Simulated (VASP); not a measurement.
A run of VASP 6.6.1 is set up as follows.

Contents of INCAR:

```
ALGO = Normal ; EDIFF = 1E-6
ENCUT = 560 ; GGA = PS
GGA_COMPAT = False ; ISIF = 2
ISMEAR = 0 ; LASPH = True
LCHARG = False ; LREAL = False
LWAVE = False ; NBANDS = 16
NELM = 120 ; PREC = Accurate
SIGMA = 0.01
```

KPOINTS

```
k-points
0
Gamma
  10 10 10
```

POSCAR

```
BAs
1.0
    0.0000000000      2.2630878248      2.2630878248
    2.2630878248      0.0000000000      2.2630878248
    2.2630878248      2.2630878248      0.0000000000
B As
1 1
Direct
    0.0000000000      0.0000000000      0.0000000000
    0.7500000000      0.7500000000      0.7500000000
```

Potentials or basis: VASP PAW PBE potentials, release 64 (B, As_d).

The run is started by

```console
$ cat potpaw_PBE.64/B/POTCAR potpaw_PBE.64/As_d/POTCAR > POTCAR
$ mpirun -np 1 vasp_std > vasp.out
```

(1) Estimate the band gap on the k mesh.

(2) What does it give for the pressure?

Results:

(1) 0.92 eV (least direct gap 3.47 eV).

(2) 29.8 GPa.

Caveat: the cell stands under pressure; the PAW data sets were made with another functional, which shifts forces and pressure a little.
